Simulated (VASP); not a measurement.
Write the native input for VASP 6.6.1 that does the following.

* Task: relaxation of cell and atoms
* Functional: PBEsol
* Potentials or basis: VASP PAW PBE potentials, release 64 (Tl_d)
* Cutoff: 600 eV
* k mesh: 8 × 8 × 8
* Occupations: gaussian, width 0.1 eV
* Spin: no spin polarisation
* Dipole correction: no
* Further INCAR settings: ALGO = Normal; EDIFF = 1e-07; IBRION = 2; EDIFFG = -0.05; NSW = 80; ISIF = 3

The structure of Tl lies in POSCAR:

```
Tl
1.0
    0.0000000000      2.2676439788      2.2676439788
    2.2676439788      0.0000000000      2.2676439788
    2.2676439788      2.2676439788      0.0000000000
Tl
1
Direct
    0.0000000000      0.0000000000      0.0000000000
```

One way to write it, as run:

INCAR

```
SYSTEM = Tl
ALGO = Normal
EDIFF = 1E-7
EDIFFG = -0.05
ENCUT = 600
GGA = PS
IBRION = 2
ISIF = 3
ISMEAR = 0
LASPH = .TRUE.
LCHARG = .FALSE.
LREAL = .FALSE.
LWAVE = .FALSE.
NELM = 100
NSW = 80
PREC = Accurate
SIGMA = 0.1
```

KPOINTS

```
k-points
0
G
  8 8 8
  0 0 0
```

Potentials or basis: VASP PAW PBE potentials, release 64 (Tl_d).

Launch:

```bash
$ cat potpaw_PBE.64/Tl_d/POTCAR > POTCAR
$ mpirun -np 1 vasp_std > vasp.out
```

Results of the run:

| Property | Result |
| --- | --- |
| Relaxed volume | 28.34 Å³/atom |
| Relaxed cell | a = 3.422 Å, b = 3.422 Å, c = 3.422 Å, α = 60.00°, β = 60.00°, γ = 60.00° |
| Space group after relaxing (to 0.05 Å) | Fm-3m (No. 225) |
| Energy gained by relaxing | 166.0 meV/atom |
| Ionic steps | 3 |
| Pressure after relaxing | 0.1 GPa |

Caveat: the volume moved by over 15 % at a fixed basis, so the end points are rough; the PAW data sets were made with another functional, which shifts forces and pressure a little.

It took 31 s on 1 thread of AMD EPYC 7R43 64-Core Processor (Zen 3), on a shared host, peak memory 0.13 GiB.
